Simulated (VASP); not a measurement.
# CdSe (P6_3mc) in VASP: notebook

Runs on CdSe. Level: PBE. Tasks: relaxation of shape and atoms at fixed volume.

Everything below comes from runs of VASP 6.6.1. Logs are shortened: lines on timing, memory, paths and dates and some standing lists are left out, and cuts for length are marked.

### 1 The cell of the first run

The structure is hexagonal, space group P6_3mc (No. 186). The conventional cell has a = 4.354 Å, b = 4.354 Å, c = 7.106 Å, α = 90.00°, β = 90.00°, γ = 120.00°. Cd (site symmetry 3m) has 4 Se at 2.66 to 2.67 Å within 3.5 Å. Within 3.5 Å of Se (site symmetry 3m) lie 4 Cd at 2.66 to 2.67 Å.

### 2 Relaxation of shape and atoms at fixed volume, PBE (volume scaled by 0.980)

Input file INCAR:

```
PREC = Accurate ; ENCUT = 600
EDIFF = 1E-6 ; ISMEAR = 0
SIGMA = 0.05 ; LREAL = False
LASPH = True ; NELM = 60
ALGO = Normal ; ISIF = 4
LWAVE = False ; LCHARG = False
GGA = PE ; IBRION = 2
NSW = 60 ; EDIFFG = -0.01
```

Input file KPOINTS:

```
regular mesh
0
Gamma
  10 10 6
```

Input file POSCAR:

```
CdSe
1.0
    4.3539300406      0.0000000000      0.0000000000
   -2.1769650203      3.7706140215      0.0000000000
    0.0000000000      0.0000000000      7.1064009996
Cd Se
2 2
Direct
    0.6666666667      0.3333333333     -0.0003929495
    0.3333333333      0.6666666667      0.4996070505
    0.6666666667      0.3333333333      0.3753929495
    0.3333333333      0.6666666667      0.8753929495
```

Potentials or basis: VASP PAW PBE potentials, release 64 (Cd, Se).

Started as:

```bash
> cat potpaw_PBE.64/Cd/POTCAR potpaw_PBE.64/Se/POTCAR > POTCAR
> mpirun -np 1 vasp_std > vasp.out
```

OUTCAR:

```text
PREC = Accurate
   ENCUT = 600
   EDIFF = 1E-6
   ISMEAR = 0
   LREAL = False
   LASPH = True
   NELM = 60
   ISIF = 4
   GGA = PE
   IBRION = 2
   NSW = 60
   EDIFFG = -0.01

 ion  position               nearest neighbor table
   1  0.667  0.333  1.000-   4 2.66   4 2.66   4 2.66   3 2.67
   2  0.333  0.667  0.500-   3 2.66   3 2.66   3 2.66   4 2.67
   3  0.667  0.333  0.375-   2 2.66   2 2.66   2 2.66   1 2.67
   4  0.333  0.667  0.875-   1 2.66   1 2.66   1 2.66   2 2.67

  LATTYP: Found a hexagonal cell.
 ALAT       =     4.3539300406
 C/A-ratio  =     1.6321807960

  Lattice vectors:

 A1 = (   4.3539300406,   0.0000000000,   0.0000000000)
 A2 = (  -2.1769650203,   3.7706140215,   0.0000000000)
 A3 = (   0.0000000000,   0.0000000000,   7.1064009996)

Analysis of symmetry for initial positions (statically):
=====================================================================
 Subroutine PRICEL returns:
 Original cell was already a primitive cell.

 Routine SETGRP: Setting up the symmetry group for a
 hexagonal supercell.

 Subroutine GETGRP returns: Found 12 space group operations
 (whereof  6 operations were pure point group operations)
 out of a pool of 24 trial point group operations.

The static configuration has the point symmetry C_3v.
 The point group associated with its full space group is C_6v.

Analysis of symmetry for dynamics (positions and initial velocities):
=====================================================================
 Subroutine PRICEL returns:
 Original cell was already a primitive cell.

 Routine SETGRP: Setting up the symmetry group for a
 hexagonal supercell.

 Subroutine GETGRP returns: Found 12 space group operations
 (whereof  6 operations were pure point group operations)
 out of a pool of 24 trial point group operations.

The dynamic configuration has the point symmetry C_3v.
 The point group associated with its full space group is C_6v.

 Subroutine INISYM returns: Found 12 space group operations
 (whereof  6 operations are pure point group operations),
 and found     1 'primitive' translations

----------------------------------------------------------------------------------------

                                     Primitive cell

  volume of cell :     116.6657

  direct lattice vectors                    reciprocal lattice vectors
     4.353930041  0.000000000  0.000000000     0.229677554  0.132604397  0.000000000
    -2.176965020  3.770614022  0.000000000     0.000000000  0.265208795  0.000000000
     0.000000000  0.000000000  7.106401000     0.000000000  0.000000000  0.140718206

  length of vectors
     4.353930041  4.353930041  7.106401000     0.265208795  0.265208795  0.140718206

  position of ions in fractional coordinates (direct lattice)
     0.666666667  0.333333333  0.999607051
     0.333333333  0.666666667  0.499607051
     0.666666667  0.333333333  0.375392949
     0.333333333  0.666666667  0.875392949

  ion indices of the primitive-cell ions
   primitive index   ion index
                 1           1
                 2           2
                 3           3
                 4           4

----------------------------------------------------------------------------------------

 KPOINTS: regular mesh

Automatic generation of k-mesh.
 Grid dimensions read from file:
 generate k-points for:   10   10    6

 Generating k-lattice:

  Cartesian coordinates                     Fractional coordinates (reciprocal lattice)
     0.022967755  0.013260440  0.000000000     0.100000000  0.000000000  0.000000000
     0.000000000  0.026520879  0.000000000     0.000000000  0.100000000  0.000000000
     0.000000000  0.000000000  0.023453034     0.000000000  0.000000000  0.166666667

  Length of vectors
     0.026520879  0.026520879  0.023453034

  Shift w.r.t. Gamma in fractional coordinates (k-lattice)
     0.000000000  0.000000000  0.000000000

 Subroutine IBZKPT returns following result:
 ===========================================

 Found     56 irreducible k-points:

 Following reciprocal coordinates:
            Coordinates               Weight
  0.000000  0.000000  0.000000      1.000000
  0.100000 -0.000000  0.000000      6.000000
  0.200000 -0.000000  0.000000      6.000000
  0.300000  0.000000  0.000000      6.000000
  0.400000  0.000000  0.000000      6.000000
  0.500000 -0.000000  0.000000      3.000000
[... 16 lines left out ...]
  0.300000  0.100000  0.166667     24.000000
  0.400000  0.100000  0.166667     24.000000
 [... further k-points ...]
   k-points           NKPTS =     56   k-points in BZ     NKDIM =     56   number of bands    NBANDS=     22
   number of dos      NEDOS =    301   number of ions     NIONS =      4
   total plane-waves  NPLWV =  77760
   dimension x,y,z NGX =    36 NGY =   36 NGZ =   60
   dimension x,y,z NGXF=    72 NGYF=   72 NGZF=  120
   ions per type =               2   2
   NGX,Y,Z   is equivalent  to a cutoff of  13.75, 13.75, 14.04 a.u.
   NGXF,Y,Z  is equivalent  to a cutoff of  27.49, 27.49, 28.07 a.u.
 SYSTEM =  unknown system
   PREC   = accura    normal or accurate (medium, high low for compatibility)
   ISTART =      0    job   : 0-new  1-cont  2-samecut
   ICHARG =      2    charge: 1-file 2-atom 10-const
   ISPIN  =      1    spin polarized calculation?
   LNONCOLLINEAR =      F non collinear calculations
   LSORBIT =      F    spin-orbit coupling
   LASPH  =      T    aspherical Exc in radial PAW
   ENCUT  =  600.0 eV  44.10 Ry    6.64 a.u.   8.70  8.70 14.19*2*pi/ulx,y,z
   NELM   =     60;   NELMIN=  2; NELMDL= -5     # of ELM steps
   EDIFF  = 0.1E-05   stopping-criterion for ELM
   LREAL  =      F    real-space projection
   EDIFFG = -.1E-01   stopping-criterion for IOM
   NSW    =     60    number of steps for IOM
   IBRION =      2    ionic relax: 0-MD 1-quasi-New 2-CG
   NFREE  =      1    steps in history (QN), initial steepest desc. (CG)
   ISIF   =      4    stress and relaxation
   ISYM   =      2    0-nonsym 1-usesym 2-fastsym
   POTIM  = 0.5000    time-step for ionic-motion
   TEBEG  =    0.0;   TEEND  =   0.0 temperature during run
   PSTRESS=    0.0 pullay stress
   NELECT =      36.0000    total number of electrons
   NUPDOWN=      -1.0000    fix difference up-down
   EMIN   =  10.00;   EMAX   =-10.00  energy-range for DOS
   EFERMI =   0.00;   METHOD = LEGACY
   ISMEAR =     0;   SIGMA  =   0.05  broadening in eV -4-tet -1-fermi 0-gaus
   EFERMI_NEDOS =   21; number of points for ismear=-14 and -15
   IALGO  =     38    algorithm
   IMIX   =      4    mixing-type and parameters
     AMIX     =   0.40;   BMIX     =  1.00
     AMIX_MAG =   1.60;   BMIX_MAG =  1.00
  volume/ion in A,a.u.               =      29.17       196.82
  Fermi-wavevector in a.u.,A,eV,Ry     =   1.106270  2.090548 16.651272  1.223834
  Thomas-Fermi vector in A             =   2.242769
   LORBIT       =      0    0 simple, 1 ext, 2 COOP (PROOUT), +10 PAW based schemes
   GGA     = PE    functional components
   LHFCALC =     F    Hartree Fock is set to
   AEXX    =    0.0000 exact exchange contribution
   IVDW    =     0    specifies the selected vdW correction
   LEPSILON=     F    determine dielectric tensor
   LRPA    =     F    only Hartree local field effects (RPA)
 conjugate gradient relaxation of ions
 non-spin polarized calculation
 Gauss-broadening in eV      SIGMA  =   0.05
  energy-cutoff  :      600.00
  volume of cell :      116.67
 maximum number of plane-waves:      3911
 NGX is ok and might be reduce to    36
   NGX = 17   NGY = 17   NGZ = 29

 number of electron      36.0000009 magnetization

 Free energy of the ion-electron system (eV)
  ---------------------------------------------------
  ext. energy  EPLUGINS =         0.00000000
  ---------------------------------------------------
  free energy    TOTEN  =       -10.98424376 eV

  energy without entropy =      -10.98424376  energy(sigma->0) =      -10.98424376

 E-fermi :   0.9149     XC(G=0):  -8.7160

 val. band max:        0.6646851185   @ k =   0.0000   0.0000   0.0000
 cond. band min:       1.2504682507   @ k =   0.0000   0.0000   0.0000
 fundamental gap:      0.5857831322
 Fermi energy:         0.9148668101

 k-point     1 :       0.0000    0.0000    0.0000
  band No.  band energies     occupation
      1     -11.7390      2.00000
      2     -11.3933      2.00000
      3      -7.1492      2.00000
      4      -7.1437      2.00000
      5      -7.1437      2.00000
      6      -7.0825      2.00000
[... 14 lines left out ...]
     21       6.5218      0.00000
     22       6.5218      0.00000

 k-point     2 :       0.1000   -0.0000    0.0000
  band No.  band energies     occupation
      1     -11.7104      2.00000
      2     -11.3801      2.00000
      3      -7.1409      2.00000
      4      -7.1334      2.00000
      5      -7.1206      2.00000
      6      -7.0701      2.00000
[... 14 lines left out ...]
     21       6.1997      0.00000
     22       6.6690      0.00000

 k-point     3 :       0.2000   -0.0000    0.0000
  band No.  band energies     occupation
      1     -11.6332      2.00000
      2     -11.3471      2.00000
      3      -7.1172      2.00000
      4      -7.1086      2.00000
      5      -7.0574      2.00000
      6      -7.0319      2.00000
[... 14 lines left out ...]
     21       5.8290      0.00000
     22       6.7410      0.00000

 k-point     4 :       0.3000    0.0000    0.0000
  band No.  band energies     occupation
      1     -11.5316      2.00000
      2     -11.3113      2.00000
      3      -7.0925      2.00000
      4      -7.0831      2.00000
      5      -6.9969      2.00000
      6      -6.9872      2.00000
[... 14 lines left out ...]
     21       5.7681      0.00000
     22       6.4371      0.00000

 k-point     5 :       0.4000    0.0000    0.0000
  band No.  band energies     occupation
      1     -11.4397      2.00000
      2     -11.2911      2.00000
      3      -7.0768      2.00000
      4      -7.0678      2.00000
      5      -6.9529      2.00000
      6      -6.9526      2.00000
[... 417 lines left out ...]
 k-point    22 :       0.2000    0.1000    0.1667
  band No.  band energies     occupation
      1     -11.5505      2.00000
      2     -11.3381      2.00000
      3      -7.0921      2.00000
      4      -7.0887      2.00000
      5      -7.0201      2.00000
      6      -7.0133      2.00000
[... 14 lines left out ...]
     21       5.8032      0.00000
     22       6.1809      0.00000

 k-point    23 :       0.3000    0.1000    0.1667
  band No.  band energies     occupation
      1     -11.4570      2.00000
      2     -11.3062      2.00000
      3      -7.0735      2.00000
      4      -7.0682      2.00000
      5      -6.9829      2.00000
      6      -6.9724      2.00000
[... 14 lines left out ...]
     21       5.7732      0.00000
     22       6.1314      0.00000

 k-point    24 :       0.4000    0.1000    0.1667
  band No.  band energies     occupation
      1     -11.3907      2.00000
      2     -11.2947      2.00000
      3      -7.0669      2.00000
      4      -7.0561      2.00000
      5      -6.9596      2.00000
      6      -6.9493      2.00000
[... 14 lines left out ...]
     21       5.6836      0.00000
     22       6.1770      0.00000

 [... further k-points ...]
[... 5 lines left out ...]
  --------------------------------------------------------------------------------------
  -------------------------------------------------------------------------------------
  Total        0.8474536      0.8474536      0.8500193      0.0000000      0.0000000      0.0000000
  in kB       11.6381322     11.6381322     11.6733675      0.0000000      0.0000000      0.0000000
  external PRESSURE =      11.6498773 kB  Pullay stress =       0.0000000 kB

 VOLUME and BASIS-vectors are now :
 -----------------------------------------------------------------------------
  energy-cutoff  :      600.00
  volume of cell :      116.67
      direct lattice vectors                 reciprocal lattice vectors
     4.353930041  0.000000000  0.000000000     0.229677554  0.132604397  0.000000000
    -2.176965020  3.770614022  0.000000000     0.000000000  0.265208795  0.000000000
     0.000000000  0.000000000  7.106401000     0.000000000  0.000000000  0.140718206

 POSITION                                       TOTAL-FORCE (eV/Angst)
 -----------------------------------------------------------------------------------
      2.17697      1.25687      7.10361         0.000000      0.000000      0.003182
     -0.00000      2.51374      3.55041        -0.000000     -0.000000      0.003182
      2.17697      1.25687      2.66769        -0.000000     -0.000000     -0.003182
     -0.00000      2.51374      6.22089         0.000000      0.000000     -0.003182
 -----------------------------------------------------------------------------------
    total drift:                               -0.000000     -0.000000     -0.000181

  FREE ENERGIE OF THE ION-ELECTRON SYSTEM (eV)
  ---------------------------------------------------
  free  energy   TOTEN  =       -10.9842437572 eV

  energy  without entropy=      -10.9842437572  energy(sigma->0) =      -10.98424376

 reached required accuracy - stopping structural energy minimisation
```

It took 5.2 min on 1 thread of Intel Xeon 6975P-C, shared host; peak memory 0.36 GiB.

What came out:

| Quantity | Value |
| --- | --- |
| Free energy | -10.9842 eV |
| Pressure after relaxing | 1.2 GPa |
| Largest force after relaxing | 0.003 eV/Å |
| Band gap on the k mesh | 0.59 eV, direct |

Forces in eV/Å, atoms in the order of the input:
```
Cd   0.000  0.000  0.003
Cd   0.000  0.000  0.003
Se   0.000  0.000 -0.003
Se   0.000  0.000 -0.003
```

Final structure:
```yaml
crystal:
  lattice:
    - [4.35393, 0.00000, 0.00000]
    - [-2.17697, 3.77061, 0.00000]
    - [0.00000, 0.00000, 7.10640]
  atoms:
    - { symbol: Cd, position: [0.66667, 0.33333, 0.99961] }
    - { symbol: Cd, position: [0.33333, 0.66667, 0.49961] }
    - { symbol: Se, position: [0.66667, 0.33333, 0.37539] }
    - { symbol: Se, position: [0.33333, 0.66667, 0.87539] }
```

Caveat: the relaxation stopped at its first step, so nothing moved.

[end of part 1 of 2]
